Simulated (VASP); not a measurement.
# Si2Mo (C222) in VASP: single point with r2SCAN

Aim: the single point of Si2Mo with r2SCAN.

Program: VASP 6.6.1. These are calculated values, not measurements. Logs are shortened: lines on timing, memory, paths and dates and some standing lists are left out, and cuts for length are marked.

## Step 1: The cell of the first run

Symmetry: C222, No. 21, orthorhombic system. The conventional cell has a = 4.721 Å, b = 7.701 Å, c = 6.577 Å, α = 90.00°, β = 90.00°, γ = 90.00°. Si (site symmetry 1) has 9 Si at 2.53 to 3.25 Å and 5 Mo at 2.55 to 2.71 Å within 3.3 Å. Si (site symmetry 2) has 9 Si at 2.52 to 3.17 Å and 5 Mo at 2.58 to 2.68 Å within 3.3 Å. Within 3.4 Å of Mo (site symmetry 222) lie 10 Si at 2.58 to 2.68 Å and 4 Mo at 3.15 Å. Mo (site symmetry 2) has 10 Si at 2.55 to 2.71 Å and 4 Mo at 3.15 to 3.22 Å within 3.4 Å.

## Step 2: Single point, r2SCAN (strain +0.0300 x Voigt [1, -1, 0, 0, 0, 0])

POSCAR reads:

```
Si2Mo
1.0
    4.7214962421      0.0000000000      0.0000000000
   -2.3607481211      3.8507452610      0.0000000000
    0.0000000000      0.0000000000      6.5768413691
Si Mo
6 3
Direct
    0.1638603720      0.8361396280      0.8333333333
    0.3277207440      0.1638603720      0.1666666667
    0.8361396280      0.6722792560      0.5000000000
    0.8361396280      0.1638603720      0.8333333333
    0.6722792560      0.8361396280      0.1666666667
    0.1638603720      0.3277207440      0.5000000000
    0.5000000000      0.0000000000      0.5000000000
    0.0000000000      0.5000000000      0.1666666667
    0.5000000000      0.5000000000      0.8333333333
```

INCAR.step1 reads:

```
SYSTEM = Si2Mo
PREC = Accurate
ENCUT = 550
ISMEAR = 0
SIGMA = 0.03
LREAL = .False.
LASPH = .True.
NELM = 120
NBANDS = 43
GGA = PE
ALGO = Normal
EDIFF = 1E-5
LWAVE = .True.
LCHARG = .False.
GGA_COMPAT = .False.
KPAR = 4
```

INCAR.step2 reads:

```
SYSTEM = Si2Mo
PREC = Accurate
ENCUT = 550
EDIFF = 1E-6
ISMEAR = 0
SIGMA = 0.03
LREAL = .False.
LASPH = .True.
NELM = 120
ALGO = Normal
ISIF = 2
LWAVE = .False.
LCHARG = .True.
METAGGA = R2SCAN
LMIXTAU = .True.
LVHAR = .True.
NBANDS = 43
ISTART = 1
GGA_COMPAT = .False.
KPAR = 4
```

KPOINTS reads:

```
regular mesh
0
Gamma
  12 12 6
  0 0 0
```

Potentials or basis: VASP PAW PBE potentials, release 64 (Si, Mo_sv).

On the command line:

```
> cat potpaw_PBE.64/Si/POTCAR potpaw_PBE.64/Mo_sv/POTCAR > POTCAR
> cp INCAR.step1 INCAR
> mpirun -np 4 vasp_std > vasp.out
> cp INCAR.step2 INCAR
> mpirun -np 4 vasp_std > vasp.out
```

OUTCAR:

```text
SYSTEM = Si2Mo
   PREC = Accurate
   ENCUT = 550
   EDIFF = 1E-6
   ISMEAR = 0
   LREAL = .False.
   LASPH = .True.
   NELM = 120
   ISIF = 2
   METAGGA = R2SCAN
   ISTART = 1

 ion  position               nearest neighbor table
   1  0.164  0.836  0.833-   2 2.53   8 2.55   9 2.56   3 2.56   7 2.58   4 2.59   4 2.64   9 2.67
                             9 2.71   4 2.71   6 3.12
   2  0.328  0.164  0.167-   1 2.53   9 2.55   8 2.56   6 2.56   7 2.58   5 2.59   5 2.64   8 2.67
                             8 2.71   5 2.71   3 3.12
   3  0.836  0.672  0.500-   6 2.52   1 2.56   5 2.56   9 2.58   8 2.58   7 2.59   7 2.68   7 2.68
                             6 2.71   6 2.71   2 3.12   4 3.12
   4  0.836  0.164  0.833-   5 2.53   8 2.55   9 2.56   6 2.56   7 2.58   1 2.59   1 2.64   9 2.67
                             9 2.71   1 2.71   3 3.12
   5  0.672  0.836  0.167-   4 2.53   9 2.55   8 2.56   3 2.56   7 2.58   2 2.59   2 2.64   8 2.67
                             8 2.71   2 2.71   6 3.12
   6  0.164  0.328  0.500-   3 2.52   4 2.56   2 2.56   9 2.58   8 2.58   7 2.59   7 2.68   7 2.68
                             3 2.71   3 2.71   5 3.12   1 3.12
   7  0.500  0.000  0.500-   1 2.58   4 2.58   2 2.58   5 2.58   3 2.59   6 2.59   6 2.68   3 2.68
                             3 2.68   6 2.68   8 3.15   8 3.15   9 3.15   9 3.15
   8  0.000  0.500  0.167-   1 2.55   4 2.55   2 2.56   5 2.56   6 2.58   3 2.58   2 2.67   5 2.67
                             5 2.71   2 2.71   7 3.15   7 3.15   9 3.22   9 3.22
   9  0.500  0.500  0.833-   2 2.55   5 2.55   4 2.56   1 2.56   6 2.58   3 2.58   1 2.67   4 2.67
                             1 2.71   4 2.71   7 3.15   7 3.15   8 3.22   8 3.22

  Warning from LATTYP: Monoclinic adjustment (A1->A3, A2->A1, A3->A2)!
  LATTYP: Found a base centered orthorhombic cell.
 ALAT       =     4.7214962421
 B/A-ratio  =     1.6311546440
 C/A-ratio  =     1.3929570272

  Lattice vectors:

 A1 = (   2.3607481211,  -3.8507452610,   0.0000000000)
 A2 = (   2.3607481210,   3.8507452610,   0.0000000000)
 A3 = (   0.0000000000,   0.0000000000,   6.5768413691)

Analysis of symmetry for initial positions (statically):
=====================================================================
 Subroutine PRICEL returns:
 Original cell was already a primitive cell.

 Routine SETGRP: Setting up the symmetry group for a
 base centered orthorhombic supercell.

 Subroutine GETGRP returns: Found  4 space group operations
 (whereof  4 operations were pure point group operations)
 out of a pool of  8 trial point group operations.

The static configuration has the point symmetry D_2 .

Analysis of symmetry for dynamics (positions and initial velocities):
=====================================================================
 Subroutine PRICEL returns:
 Original cell was already a primitive cell.

 Routine SETGRP: Setting up the symmetry group for a
 base centered orthorhombic supercell.

 Subroutine GETGRP returns: Found  4 space group operations
 (whereof  4 operations were pure point group operations)
 out of a pool of  8 trial point group operations.

The dynamic configuration has the point symmetry D_2 .

 Subroutine INISYM returns: Found  4 space group operations
 (whereof  4 operations are pure point group operations),
 and found     1 'primitive' translations

----------------------------------------------------------------------------------------

                                     Primitive cell

  volume of cell :     119.5754

  direct lattice vectors                    reciprocal lattice vectors
     4.721496242  0.000000000  0.000000000     0.211797267  0.129844995  0.000000000
    -2.360748121  3.850745261  0.000000000     0.000000000  0.259689990  0.000000000
     0.000000000  0.000000000  6.576841369     0.000000000  0.000000000  0.152048673

  length of vectors
     4.721496242  4.516787659  6.576841369     0.248430685  0.259689990  0.152048673

  position of ions in fractional coordinates (direct lattice)
     0.163860372  0.836139628  0.833333333
     0.327720744  0.163860372  0.166666667
     0.836139628  0.672279256  0.500000000
     0.836139628  0.163860372  0.833333333
     0.672279256  0.836139628  0.166666667
     0.163860372  0.327720744  0.500000000
     0.500000000  0.000000000  0.500000000
     0.000000000  0.500000000  0.166666667
     0.500000000  0.500000000  0.833333333

  ion indices of the primitive-cell ions
   primitive index   ion index
                 1           1
                 2           2
                 3           3
                 4           4
                 5           5
                 6           6
                 7           7
                 8           8
                 9           9

----------------------------------------------------------------------------------------

 KPOINTS: regular mesh

Automatic generation of k-mesh.
 Grid dimensions read from file:
 generate k-points for:   12   12    6

 Generating k-lattice:

  Cartesian coordinates                     Fractional coordinates (reciprocal lattice)
     0.017649772  0.010820416  0.000000000     0.083333333 -0.000000000  0.000000000
     0.000000000  0.021640833  0.000000000     0.000000000  0.083333333  0.000000000
     0.000000000  0.000000000  0.025341445     0.000000000  0.000000000  0.166666667

  Length of vectors
     0.020702557  0.021640833  0.025341445

  Shift w.r.t. Gamma in fractional coordinates (k-lattice)
     0.000000000  0.000000000  0.000000000

 Subroutine IBZKPT returns following result:
 ===========================================

 Found    172 irreducible k-points:

 Following reciprocal coordinates:
            Coordinates               Weight
  0.000000  0.000000  0.000000      1.000000
  0.083333 -0.000000  0.000000      4.000000
  0.166667 -0.000000  0.000000      4.000000
  0.250000  0.000000  0.000000      4.000000
  0.333333  0.000000  0.000000      4.000000
  0.416667  0.000000  0.000000      4.000000
[... 16 lines left out ...]
  0.333333  0.166667  0.000000      4.000000
  0.416667  0.166667  0.000000      4.000000
 [... further k-points ...]
   k-points           NKPTS =    172   k-points in BZ     NKDIM =    172   number of bands    NBANDS=     43
   number of dos      NEDOS =    301   number of ions     NIONS =      9
   total plane-waves  NPLWV =  64800
   dimension x,y,z NGX =    36 NGY =   36 NGZ =   50
   dimension x,y,z NGXF=    72 NGYF=   72 NGZF=  100
   ions per type =               6   3
   NGX,Y,Z   is equivalent  to a cutoff of  12.68, 13.25, 12.64 a.u.
   NGXF,Y,Z  is equivalent  to a cutoff of  25.35, 26.50, 25.28 a.u.
 SYSTEM =  Si2Mo
   PREC   = accura    normal or accurate (medium, high low for compatibility)
   ISTART =      1    job   : 0-new  1-cont  2-samecut
   ICHARG =      0    charge: 1-file 2-atom 10-const
   ISPIN  =      1    spin polarized calculation?
   LNONCOLLINEAR =      F non collinear calculations
   LSORBIT =      F    spin-orbit coupling
   LASPH  =      T    aspherical Exc in radial PAW
   ENCUT  =  550.0 eV  40.42 Ry    6.36 a.u.   9.03  8.64 12.58*2*pi/ulx,y,z
   NELM   =    120;   NELMIN=  2; NELMDL=  0     # of ELM steps
   EDIFF  = 0.1E-05   stopping-criterion for ELM
   LREAL  =      F    real-space projection
   EDIFFG = 0.1E-04   stopping-criterion for IOM
   NSW    =      0    number of steps for IOM
   IBRION =     -1    ionic relax: 0-MD 1-quasi-New 2-CG
   NFREE  =      0    steps in history (QN), initial steepest desc. (CG)
   ISIF   =      2    stress and relaxation
   ISYM   =      2    0-nonsym 1-usesym 2-fastsym
   POTIM  = 0.5000    time-step for ionic-motion
   TEBEG  =    0.0;   TEEND  =   0.0 temperature during run
   PSTRESS=    0.0 pullay stress
   NELECT =      66.0000    total number of electrons
   NUPDOWN=      -1.0000    fix difference up-down
   EMIN   =  10.00;   EMAX   =-10.00  energy-range for DOS
   EFERMI =   0.00;   METHOD = LEGACY
   ISMEAR =     0;   SIGMA  =   0.03  broadening in eV -4-tet -1-fermi 0-gaus
   EFERMI_NEDOS =   21; number of points for ismear=-14 and -15
   IALGO  =     38    algorithm
   IMIX   =      4    mixing-type and parameters
     AMIX     =   0.40;   BMIX     =  1.00
     AMIX_MAG =   1.60;   BMIX_MAG =  1.00
  volume/ion in A,a.u.               =      13.29        89.66
  Fermi-wavevector in a.u.,A,eV,Ry     =   1.342895  2.537704 24.536314  1.803368
  Thomas-Fermi vector in A             =   2.471013
   LORBIT       =      0    0 simple, 1 ext, 2 COOP (PROOUT), +10 PAW based schemes
   METAGGA = R2SCAN    functional components
   LHFCALC =     F    Hartree Fock is set to
   AEXX    =    0.0000 exact exchange contribution
   IVDW    =     0    specifies the selected vdW correction
   LEPSILON=     F    determine dielectric tensor
   LRPA    =     F    only Hartree local field effects (RPA)
 non-spin polarized calculation
 Gauss-broadening in eV      SIGMA  =   0.03
  energy-cutoff  :      550.00
  volume of cell :      119.58
 maximum number of plane-waves:      3533
   NGX = 19   NGY = 17   NGZ = 25

 number of electron      66.0000005 magnetization

 Free energy of the ion-electron system (eV)
  ---------------------------------------------------
  ext. energy  EPLUGINS =         0.00000000
  ---------------------------------------------------
  free energy    TOTEN  =      -134.51496110 eV

  energy without entropy =     -134.51495099  energy(sigma->0) =     -134.51495604

 E-fermi :  13.0002     XC(G=0): -13.4306

 val. band max:       12.9572844937   @ k =   0.5000   0.0000   0.5000
 cond. band min:      13.0431337195   @ k =   0.5000   0.0000   0.0000
 fundamental gap:      0.0858492258
 Fermi energy:        13.0002085099

 k-point     1 :       0.0000    0.0000    0.0000
  band No.  band energies     occupation
      1     -50.1307      2.00000
      2     -50.0676      2.00000
      3     -50.0541      2.00000
      4     -23.6702      2.00000
      5     -23.6685      2.00000
      6     -23.6520      2.00000
[... 35 lines left out ...]
     42      16.2112      0.00000
     43      16.6104      0.00000
[... 1017 lines left out ...]
      3     -50.0593      2.00000
      4     -23.7150      2.00000
      5     -23.6929      2.00000
      6     -23.6585      2.00000
[... 35 lines left out ...]
     42      16.3400      0.00000
     43      16.8570      0.00000

 [... further k-points ...]

------------------------ aborting loop because EDIFF is reached ----------------------------------------

  FORCE on cell =-STRESS in cart. coord.  units (eV):
  Direction    XX          YY          ZZ          XY          YZ          ZX
  --------------------------------------------------------------------------------------
  -------------------------------------------------------------------------------------
  Total       -7.4141273      9.8747898      0.3314508     -0.0000000      0.0000000      0.0000000
  in kB      -99.3410654    132.3112090      4.4410726     -0.0000000      0.0000000      0.0000000
  external PRESSURE =      12.4704054 kB  Pullay stress =       0.0000000 kB

 VOLUME and BASIS-vectors are now :
 -----------------------------------------------------------------------------
  energy-cutoff  :      550.00
  volume of cell :      119.58
      direct lattice vectors                 reciprocal lattice vectors
     4.721496242  0.000000000  0.000000000     0.211797267  0.129844995  0.000000000
    -2.360748121  3.850745261  0.000000000     0.000000000  0.259689990  0.000000000
     0.000000000  0.000000000  6.576841369     0.000000000  0.000000000  0.152048673

 POSITION                                       TOTAL-FORCE (eV/Angst)
 -----------------------------------------------------------------------------------
     -1.20025      3.21976      5.48070        -0.041359     -0.003742     -0.036586
      1.16050      0.63098      1.09614        -0.041359      0.003742      0.036586
      2.36075      2.58878      3.28842         0.000000     -0.060095      0.000000
      3.56100      0.63098      5.48070         0.041359      0.003742     -0.036586
      1.20025      3.21976      1.09614         0.041359     -0.003742      0.036586
     -0.00000      1.26197      3.28842        -0.000000      0.060095      0.000000
      2.36075      0.00000      3.28842         0.000000      0.000000      0.000000
     -1.18037      1.92537      1.09614         0.000000      0.000000      0.007938
      1.18037      1.92537      5.48070         0.000000      0.000000     -0.007938
 -----------------------------------------------------------------------------------
    total drift:                               -0.000000     -0.000000      0.000000

  FREE ENERGIE OF THE ION-ELECTRON SYSTEM (eV)
  ---------------------------------------------------
  free  energy   TOTEN  =      -134.5149611024 eV

  energy  without entropy=     -134.5149509857  energy(sigma->0) =     -134.51495604
```

Wall time 6.6 min (4 MPI ranks of Intel Xeon 6975P-C (Granite Rapids), shared host); peak memory 0.78 GiB.

What came out:

| Quantity | Value |
| --- | --- |
| Free energy | -134.5150 eV |
| Pressure | 1.2 GPa |
| Largest force | 0.060 eV/Å |
| Band gap on the k mesh | 0.09 eV (least direct gap 0.61 eV) |

Forces in eV/Å, atoms in the order of the input:
```
Si  -0.041 -0.004 -0.037
Si  -0.041  0.004  0.037
Si   0.000 -0.060  0.000
Si   0.041  0.004 -0.037
Si   0.041 -0.004  0.037
Si   0.000  0.060  0.000
Mo   0.000  0.000  0.000
Mo   0.000  0.000  0.008
Mo   0.000  0.000 -0.008
```

Caveat: the cell differs from its parent crystal (strain +0.0300 x Voigt [1, -1, 0, 0, 0, 0]); the stress differs along the axes, from -10 to 13 GPa; the PAW data sets were made with another functional, which shifts forces and pressure a little.
